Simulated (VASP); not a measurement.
Wanted: the native input for a VASP 6.6.1 run.

| Property | Result |
| --- | --- |
| Task | single point |
| Functional | PBE |
| Potentials or basis | VASP PAW PBE potentials, release 64 (Br) |
| Cutoff | 520 eV |
| k mesh | 14 × 14 × 14 |
| Occupations | fermi-dirac, width 0.0612256 eV |
| Spin | no spin polarisation |
| Dipole correction | no |
| Further INCAR settings | ALGO = Normal; EDIFF = 1e-06; NBANDS = 14 |

The structure of Br lies in POSCAR:

```
Br
1.0
    0.0000000000      3.5055122240      3.5055122240
    3.5055122240      0.0000000000      3.5055122240
    3.5055122240      3.5055122240      0.0000000000
Br
2
Direct
    0.0000000000      0.0000000000      0.0000000000
    0.2500000000      0.2500000000      0.2500000000
```

The input as run:

INCAR

```
SYSTEM = Br
PREC = Accurate ; ENCUT = 520
EDIFF = 1E-6 ; ISMEAR = -1
SIGMA = 0.06122561905347299 ; LREAL = .FALSE.
LASPH = .TRUE. ; NELM = 60
ALGO = Normal ; ISIF = 2
LWAVE = .FALSE. ; LCHARG = .FALSE.
GGA = PE ; NBANDS = 14
```

KPOINTS

```
Automatic mesh
0
G
  14 14 14
  0 0 0
```

Potentials or basis: VASP PAW PBE potentials, release 64 (Br).

Launch:

```sh
$ cat potpaw_PBE.64/Br/POTCAR > POTCAR
$ mpirun -np 1 vasp_std > vasp.out
```

Results of the run:

```yaml
Pressure: 0.0 GPa
Band_gap_on_the_k_mesh: zero (band 7 reaches -1.00 eV, above the bottom of band 8 at -2.19 eV)
```

Run time: 64 s on 1 thread of AMD EPYC 9R45 96-Core Processor (Zen 5), on a shared host, peak memory 0.26 GiB.
